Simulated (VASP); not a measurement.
# LiH (Fm-3m) in VASP: a series of runs

LiH is run at these levels: PBEsol; tasks: single point.

Program: VASP 6.6.1. These are calculated values, not measurements. Logs are shortened: lines on timing, memory, paths and dates and some standing lists are left out, and cuts for length are marked.

## 1. The cell of the first run

The structure is cubic, space group Fm-3m (No. 225). Conventional cell: a = 3.926 Å, b = 3.926 Å, c = 3.926 Å, α = 90.00°, β = 90.00°, γ = 90.00°. Within 2.6 Å of Li (site symmetry m-3m) lie 6 H at 1.96 Å. Within 2.6 Å of H (site symmetry m-3m) lie 6 Li at 1.96 Å.

## 2. Single point, PBEsol (volume scaled by 0.960)

INCAR

```
PREC     = Accurate       # precision mode
ENCUT    = 520            # plane-wave cutoff, eV
EDIFF    = 1E-6           # SCF threshold, eV
ISMEAR   = 0              # smearing method
SIGMA    = 0.05           # smearing width, eV
LREAL    = F              # projectors in reciprocal space
LASPH    = T              # aspherical terms in the spheres
NELM     = 60             # most SCF steps
ALGO     = Normal         # electronic algorithm
ISIF     = 2              # what is computed and relaxed
LWAVE    = F              # write WAVECAR
LCHARG   = F              # write CHGCAR
GGA      = PS             # functional
NBANDS   = 9              # bands
```

KPOINTS

```
regular mesh
0
Gamma
  14 14 14
```

POSCAR

```
LiH
1.0
    0.0000000000      1.9630691732      1.9630691732
    1.9630691732      0.0000000000      1.9630691732
    1.9630691732      1.9630691732      0.0000000000
Li H
1 1
Direct
    0.0000000000      0.0000000000      0.0000000000
    0.5000000000      0.5000000000      0.5000000000
```

Potentials or basis: VASP PAW PBE potentials, release 64 (Li_sv, H).

Run with:

```sh
cat potpaw_PBE.64/Li_sv/POTCAR potpaw_PBE.64/H/POTCAR > POTCAR
mpirun -np 1 vasp_std > vasp.out
```

OUTCAR:

```text
PREC = Accurate
   ENCUT = 520
   EDIFF = 1E-6
   ISMEAR = 0
   LREAL = F
   LASPH = T
   NELM = 60
   ISIF = 2
   GGA = PS

 ion  position               nearest neighbor table
   1  0.000  0.000  0.000-
   2  0.500  0.500  0.500-

  LATTYP: Found a face centered cubic cell.
 ALAT       =     3.9261383464

  Lattice vectors:

 A1 = (   0.0000000000,   1.9630691732,   1.9630691732)
 A2 = (   1.9630691732,   0.0000000000,   1.9630691732)
 A3 = (   1.9630691732,   1.9630691732,   0.0000000000)

Analysis of symmetry for initial positions (statically):
=====================================================================
 Subroutine PRICEL returns:
 Original cell was already a primitive cell.

 Routine SETGRP: Setting up the symmetry group for a
 face centered cubic supercell.

 Subroutine GETGRP returns: Found 48 space group operations
 (whereof 48 operations were pure point group operations)
 out of a pool of 48 trial point group operations.

The static configuration has the point symmetry O_h .

Analysis of symmetry for dynamics (positions and initial velocities):
=====================================================================
 Subroutine PRICEL returns:
 Original cell was already a primitive cell.

 Routine SETGRP: Setting up the symmetry group for a
 face centered cubic supercell.

 Subroutine GETGRP returns: Found 48 space group operations
 (whereof 48 operations were pure point group operations)
 out of a pool of 48 trial point group operations.

The dynamic configuration has the point symmetry O_h .

 Subroutine INISYM returns: Found 48 space group operations
 (whereof 48 operations are pure point group operations),
 and found     1 'primitive' translations

----------------------------------------------------------------------------------------

                                     Primitive cell

  volume of cell :      15.1299

  direct lattice vectors                    reciprocal lattice vectors
     0.000000000  1.963069173  1.963069173    -0.254703200  0.254703200  0.254703200
     1.963069173  0.000000000  1.963069173     0.254703200 -0.254703200  0.254703200
     1.963069173  1.963069173  0.000000000     0.254703200  0.254703200 -0.254703200

  length of vectors
     2.776199049  2.776199049  2.776199049     0.441158883  0.441158883  0.441158883

  position of ions in fractional coordinates (direct lattice)
     0.000000000  0.000000000  0.000000000
     0.500000000  0.500000000  0.500000000

  ion indices of the primitive-cell ions
   primitive index   ion index
                 1           1
                 2           2

----------------------------------------------------------------------------------------

 KPOINTS: regular mesh

Automatic generation of k-mesh.
 Grid dimensions read from file:
 generate k-points for:   14   14   14

 Generating k-lattice:

  Cartesian coordinates                     Fractional coordinates (reciprocal lattice)
    -0.018193086  0.018193086  0.018193086     0.071428571  0.000000000  0.000000000
     0.018193086 -0.018193086  0.018193086     0.000000000  0.071428571  0.000000000
     0.018193086  0.018193086 -0.018193086     0.000000000  0.000000000  0.071428571

  Length of vectors
     0.031511349  0.031511349  0.031511349

  Shift w.r.t. Gamma in fractional coordinates (k-lattice)
     0.000000000  0.000000000  0.000000000

 Subroutine IBZKPT returns following result:
 ===========================================

 Found    104 irreducible k-points:

 Following reciprocal coordinates:
            Coordinates               Weight
  0.000000  0.000000  0.000000      1.000000
  0.071429  0.000000  0.000000      8.000000
  0.142857  0.000000  0.000000      8.000000
  0.214286  0.000000  0.000000      8.000000
  0.285714  0.000000  0.000000      8.000000
  0.357143  0.000000  0.000000      8.000000
[... 16 lines left out ...]
  0.214286  0.142857  0.000000     24.000000
  0.285714  0.142857  0.000000     24.000000
 [... further k-points ...]
   k-points           NKPTS =    104   k-points in BZ     NKDIM =    104   number of bands    NBANDS=      9
   number of dos      NEDOS =    301   number of ions     NIONS =      2
   total plane-waves  NPLWV =  13824
   dimension x,y,z NGX =    24 NGY =   24 NGZ =   24
   dimension x,y,z NGXF=    48 NGYF=   48 NGZF=   48
   ions per type =               1   1
   NGX,Y,Z   is equivalent  to a cutoff of  14.37, 14.37, 14.37 a.u.
   NGXF,Y,Z  is equivalent  to a cutoff of  28.74, 28.74, 28.74 a.u.
 SYSTEM =  unknown system
   PREC   = accura    normal or accurate (medium, high low for compatibility)
   ISTART =      0    job   : 0-new  1-cont  2-samecut
   ICHARG =      2    charge: 1-file 2-atom 10-const
   ISPIN  =      1    spin polarized calculation?
   LNONCOLLINEAR =      F non collinear calculations
   LSORBIT =      F    spin-orbit coupling
   LASPH  =      T    aspherical Exc in radial PAW
   ENCUT  =  520.0 eV  38.22 Ry    6.18 a.u.   5.16  5.16  5.16*2*pi/ulx,y,z
   NELM   =     60;   NELMIN=  2; NELMDL= -5     # of ELM steps
   EDIFF  = 0.1E-05   stopping-criterion for ELM
   LREAL  =      F    real-space projection
   EDIFFG = 0.1E-04   stopping-criterion for IOM
   NSW    =      0    number of steps for IOM
   IBRION =     -1    ionic relax: 0-MD 1-quasi-New 2-CG
   NFREE  =      0    steps in history (QN), initial steepest desc. (CG)
   ISIF   =      2    stress and relaxation
   ISYM   =      2    0-nonsym 1-usesym 2-fastsym
   POTIM  = 0.5000    time-step for ionic-motion
   TEBEG  =    0.0;   TEEND  =   0.0 temperature during run
   PSTRESS=    0.0 pullay stress
   NELECT =       4.0000    total number of electrons
   NUPDOWN=      -1.0000    fix difference up-down
   EMIN   =  10.00;   EMAX   =-10.00  energy-range for DOS
   EFERMI =   0.00;   METHOD = LEGACY
   ISMEAR =     0;   SIGMA  =   0.05  broadening in eV -4-tet -1-fermi 0-gaus
   EFERMI_NEDOS =   21; number of points for ismear=-14 and -15
   IALGO  =     38    algorithm
   IMIX   =      4    mixing-type and parameters
     AMIX     =   0.40;   BMIX     =  1.00
     AMIX_MAG =   1.60;   BMIX_MAG =  1.00
  volume/ion in A,a.u.               =       7.56        51.05
  Fermi-wavevector in a.u.,A,eV,Ry     =   1.050709  1.985553 15.020695  1.103990
  Thomas-Fermi vector in A             =   2.185723
   LORBIT       =      0    0 simple, 1 ext, 2 COOP (PROOUT), +10 PAW based schemes
   GGA     = PS    functional components
   LHFCALC =     F    Hartree Fock is set to
   AEXX    =    0.0000 exact exchange contribution
   IVDW    =     0    specifies the selected vdW correction
   LEPSILON=     F    determine dielectric tensor
   LRPA    =     F    only Hartree local field effects (RPA)
 non-spin polarized calculation
 Gauss-broadening in eV      SIGMA  =   0.05
  energy-cutoff  :      520.00
  volume of cell :       15.13
 maximum number of plane-waves:       420
 NGX is ok and might be reduce to    24
   NGX = 11   NGY = 11   NGZ = 11

 number of electron       4.0000000 magnetization

 Free energy of the ion-electron system (eV)
  ---------------------------------------------------
  ext. energy  EPLUGINS =         0.00000000
  ---------------------------------------------------
  free energy    TOTEN  =        -6.11683815 eV

  energy without entropy =       -6.11683815  energy(sigma->0) =       -6.11683815

 E-fermi :   0.7140     XC(G=0):  -8.8140

 val. band max:        0.4614533837   @ k =   0.5000   0.5000   0.0000
 cond. band min:       3.1512961434   @ k =   0.5000   0.5000   0.0000
 fundamental gap:      2.6898427597
 Fermi energy:         0.7140398658

 k-point     1 :       0.0000    0.0000    0.0000
  band No.  band energies     occupation
      1     -43.1983      2.00000
      2      -5.3228      2.00000
      3      17.3824      0.00000
      4      18.8167      0.00000
      5      18.8167      0.00000
      6      18.8167      0.00000
      7      23.5612      0.00000
      8      23.5612      0.00000
      9      23.5612      0.00000

 k-point     2 :       0.0714    0.0000    0.0000
  band No.  band energies     occupation
      1     -43.1951      2.00000
      2      -5.2304      2.00000
      3      16.4516      0.00000
      4      18.2711      0.00000
      5      18.5792      0.00000
      6      18.5792      0.00000
      7      22.9717      0.00000
      8      24.0500      0.00000
      9      24.0500      0.00000

 k-point     3 :       0.1429    0.0000    0.0000
  band No.  band energies     occupation
      1     -43.1863      2.00000
      2      -4.9557      2.00000
      3      14.1513      0.00000
      4      17.3702      0.00000
      5      18.0926      0.00000
      6      18.0926      0.00000
      7      23.2472      0.00000
      8      25.0052      0.00000
      9      25.0052      0.00000

 k-point     4 :       0.2143    0.0000    0.0000
  band No.  band energies     occupation
      1     -43.1737      2.00000
      2      -4.5104      2.00000
      3      11.5772      0.00000
      4      16.4727      0.00000
      5      17.6429      0.00000
      6      17.6429      0.00000
      7      23.9915      0.00000
      8      23.9915      0.00000
      9      24.1040      0.00000

 k-point     5 :       0.2857    0.0000    0.0000
  band No.  band energies     occupation
      1     -43.1596      2.00000
      2      -3.9234      2.00000
      3       9.2011      0.00000
      4      15.6837      0.00000
      5      17.3523      0.00000
      6      17.3523      0.00000
      7      22.4441      0.00000
      8      22.4441      0.00000
      9      25.2978      0.00000

 k-point     6 :       0.3571    0.0000    0.0000
  band No.  band energies     occupation
      1     -43.1471      2.00000
      2      -3.2626      2.00000
      3       7.2182      0.00000
      4      15.0778      0.00000
      5      17.2448      0.00000
      6      17.2448      0.00000
      7      21.1761      0.00000
      8      21.1761      0.00000
      9      26.6964      0.00000
[... 169 lines left out ...]
 k-point    21 :      -0.0714    0.0714    0.0000
  band No.  band energies     occupation
      1     -43.1901      2.00000
      2      -5.0762      2.00000
      3      15.4978      0.00000
      4      16.5620      0.00000
      5      18.3089      0.00000
      6      19.0925      0.00000
      7      22.6439      0.00000
      8      23.9590      0.00000
      9      25.8938      0.00000

 k-point    22 :       0.1429    0.1429    0.0000
  band No.  band energies     occupation
      1     -43.1824      2.00000
      2      -4.8209      2.00000
      3      14.9152      0.00000
      4      16.0087      0.00000
      5      16.0087      0.00000
      6      19.4794      0.00000
      7      19.6662      0.00000
      8      25.8384      0.00000
      9      27.6152      0.00000

 k-point    23 :       0.2143    0.1429    0.0000
  band No.  band energies     occupation
      1     -43.1731      2.00000
      2      -4.4763      2.00000
      3      13.1300      0.00000
      4      15.0202      0.00000
      5      15.2592      0.00000
      6      19.1849      0.00000
      7      19.6916      0.00000
      8      25.5426      0.00000
      9      28.4717      0.00000

 k-point    24 :       0.2857    0.1429    0.0000
  band No.  band energies     occupation
      1     -43.1609      2.00000
      2      -3.9631      2.00000
      3      10.7647      0.00000
      4      13.9586      0.00000
      5      14.7664      0.00000
      6      18.6234      0.00000
      7      20.9517      0.00000
      8      25.0198      0.00000
      9      27.2769      0.00000

 [... further k-points ...]

------------------------ aborting loop because EDIFF is reached ----------------------------------------

  FORCE on cell =-STRESS in cart. coord.  units (eV):
  Direction    XX          YY          ZZ          XY          YZ          ZX
  --------------------------------------------------------------------------------------
  -------------------------------------------------------------------------------------
  Total        0.1359079      0.1359079      0.1359079      0.0000000      0.0000000     -0.0000000
  in kB       14.3919159     14.3919159     14.3919159      0.0000000      0.0000000     -0.0000000
  external PRESSURE =      14.3919159 kB  Pullay stress =       0.0000000 kB

 VOLUME and BASIS-vectors are now :
 -----------------------------------------------------------------------------
  energy-cutoff  :      520.00
  volume of cell :       15.13
      direct lattice vectors                 reciprocal lattice vectors
     0.000000000  1.963069173  1.963069173    -0.254703200  0.254703200  0.254703200
     1.963069173  0.000000000  1.963069173     0.254703200 -0.254703200  0.254703200
     1.963069173  1.963069173  0.000000000     0.254703200  0.254703200 -0.254703200

 POSITION                                       TOTAL-FORCE (eV/Angst)
 -----------------------------------------------------------------------------------
      0.00000      0.00000      0.00000        -0.000000      0.000000      0.000000
      1.96307      1.96307      1.96307         0.000000     -0.000000     -0.000000
 -----------------------------------------------------------------------------------
    total drift:                                0.000000     -0.000000     -0.000000

  FREE ENERGIE OF THE ION-ELECTRON SYSTEM (eV)
  ---------------------------------------------------
  free  energy   TOTEN  =        -6.1168381489 eV

  energy  without entropy=       -6.1168381489  energy(sigma->0) =       -6.11683815
```

Run time: 5 s. Hardware: 1 thread of Intel Xeon 6975P-C (Granite Rapids), shared host; peak memory 0.14 GiB.

Results:

```yaml
Free_energy: -6.1168 eV
Band_gap_on_the_k_mesh: 2.69 eV, direct
```

Caveat: the cell differs from its parent crystal (volume scaled by 0.960); the cutoff is under 1.25 times the usual one of these potentials, so pressure, stress and relaxed cells hold a basis-set (Pulay) error; the PAW data sets were made with another functional, which shifts forces and pressure a little. A k mesh can miss the band edges.

## 3. Single point, PBEsol

This run uses another cell than the first one, of 7.90 Å³/atom, 1.044 times its volume.

INCAR

```
SYSTEM = LiH
PREC = Accurate
ENCUT = 520
EDIFF = 1E-6
ISMEAR = 0
SIGMA = 0.05
LREAL = .FALSE.
LASPH = .TRUE.
NELM = 80
ALGO = Normal
ISIF = 2
LWAVE = .FALSE.
LCHARG = .FALSE.
GGA = PS
NBANDS = 9
```

KPOINTS

```
Automatic mesh
0
G
  14 14 14
  0 0 0
```

POSCAR

```
LiH
1.0
    0.0000000000      1.9912387270      1.9912387270
    1.9912387270      0.0000000000      1.9912387270
    1.9912387270      1.9912387270      0.0000000000
Li H
1 1
Direct
    0.0000000000      0.0000000000      0.0000000000
    0.5000000000      0.5000000000      0.5000000000
```

Potentials or basis: VASP PAW PBE potentials, release 64 (Li_sv, H).

Run with:

```sh
cat potpaw_PBE.64/Li_sv/POTCAR potpaw_PBE.64/H/POTCAR > POTCAR
mpirun -np 1 vasp_std > vasp.out
```

It took 4.6 s on 1 thread of Intel Xeon 6975P-C (Granite Rapids), shared host; peak memory 0.14 GiB.

The run converged. Its results:

- Free energy: -6.1204 eV
- Band gap on the k mesh: 2.73 eV, direct

Levels at points of the mesh, in eV from the valence-band top:
```csv
k point,band 1,band 2,band 3,band 4,band 5,band 6,band 7
"(0.00, 0.00, 0.00)",-43.69,-5.62,16.36,17.92,17.92,17.92,22.58
"(0.50, 0.00, 0.00)",-43.63,-2.76,4.75,13.73,16.47,16.47,19.09
"(0.50, 0.50, 0.00)",-43.62,0.00,2.73,10.71,10.71,13.81,17.45
```

Caveat: the cutoff is under 1.25 times the usual one of these potentials, so pressure, stress and relaxed cells hold a basis-set (Pulay) error; the PAW data sets were made with another functional, which shifts forces and pressure a little. A k mesh can miss the band edges.

## 4. Single point, PBEsol

This run uses another cell than the first one, of 7.88 Å³/atom, 1.042 times its volume.

INCAR

```
PREC = Accurate
ENCUT = 520
EDIFF = 1E-6
ISMEAR = 0
SIGMA = 0.05
LREAL = F
LASPH = T
NELM = 60
ALGO = Normal
ISIF = 2
LWAVE = F
LCHARG = F
GGA = PS
NBANDS = 9
```

KPOINTS

```
Automatic mesh
0
Gamma
  14 14 14
```

POSCAR

```
LiH
1.0
    0.0000000000      1.9899638738      1.9899638738
    1.9899638738      0.0000000000      1.9899638738
    1.9899638738      1.9899638738      0.0000000000
Li H
1 1
Direct
    0.0000000000      0.0000000000      0.0000000000
    0.5000000000      0.5000000000      0.5000000000
```

Run with:

```sh
cat potpaw_PBE.64/Li_sv/POTCAR potpaw_PBE.64/H/POTCAR > POTCAR
mpirun -np 1 vasp_std > vasp.out
```

Wall time 4.5 s (1 thread of Intel Xeon 6975P-C (Granite Rapids), shared host); peak memory 0.14 GiB.

It converged, with:

```
Free energy            : -6.1204 eV
Band gap on the k mesh : 2.73 eV, direct
```

Levels at points of the mesh, in eV from the valence-band top:
| k point | band 1 | band 2 | band 3 | band 4 | band 5 |
| --- | --- | --- | --- | --- | --- |
| (0.00, 0.00, 0.00) | -43.69 | -5.63 | 16.38 | 17.94 | 17.94 |
| (0.50, 0.00, 0.00) | -43.63 | -2.77 | 4.75 | 13.75 | 16.49 |
| (0.50, 0.50, 0.00) | -43.62 | 0.00 | 2.73 | 10.72 | 10.72 |

Caveat: the cutoff is under 1.25 times the usual one of these potentials, so pressure, stress and relaxed cells hold a basis-set (Pulay) error; the PAW data sets were made with another functional, which shifts forces and pressure a little. A k mesh can miss the band edges.

## 5. Overview

```tsv
cell	gap on the mesh (eV)
a = 2.776 Å, angles 60.0°, 2 atoms	2.69
a = 2.816 Å, angles 60.0°, 2 atoms	2.73
a = 2.814 Å, angles 60.0°, 2 atoms	2.73
```

Alike in all rows: task single point; level PBEsol; potentials or basis VASP PAW PBE potentials, release 64 (Li_sv, H); no spin polarisation; k mesh 14 × 14 × 14; cutoff (eV) 520; smearing gaussian 0.05 eV.

Caveats: the cutoff is under 1.25 times the usual one of these potentials, so pressure, stress and relaxed cells hold a basis-set (Pulay) error; the PAW data sets were made with another functional, which shifts forces and pressure a little.

Absolute energies hang on the potentials; compare differences alone.
